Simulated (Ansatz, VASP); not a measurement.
**Nb: VASP beside Ansatz**

```
CELL_PARAMETERS angstrom
2.71964 0.00000 0.00000
0.00000 2.71964 0.00000
0.00000 0.00000 2.71964
ATOMIC_POSITIONS crystal
Nb 0.50000 0.50000 0.50000
```

Alike in both runs: task relaxation of cell and atoms; functional BLYP; k mesh 10 × 10 × 10; occupations fermi-dirac, width 0.05 eV; no spin polarisation.

|  | VASP | Ansatz |
| --- | --- | --- |
| version | VASP 6.6.1 | Ansatz 0.2.0 |
| potentials or method | VASP PAW PBE potentials, release 64 (Nb_sv) | Ansatz PAW |
| plane-wave cutoff (eV) | 600 | 420 |
| valence electrons in the cell | 13 | 13 |

Ansatz gave:

* gap on the k mesh at the Fermi level, each at its own relaxed structure (eV): none
* relaxed volume (Å³/atom): 21.22
* relaxed cell length with the largest relative difference (Å): 2.768

Problem. What did VASP give for the same quantities?

Solution. gap on the k mesh at the Fermi level, each at its own relaxed structure (eV): none; relaxed volume (Å³/atom): 21.21; relaxed cell length with the largest relative difference (Å): 2.768.

VASP's potentials were made for PBE, not for BLYP. A gap of «none» marks a metal or a gap that the smearing closes.

Noted on Ansatz's run: the plane-wave basis is chosen anew once the cell has moved, so the energies of steps on either side of that aren't comparable.
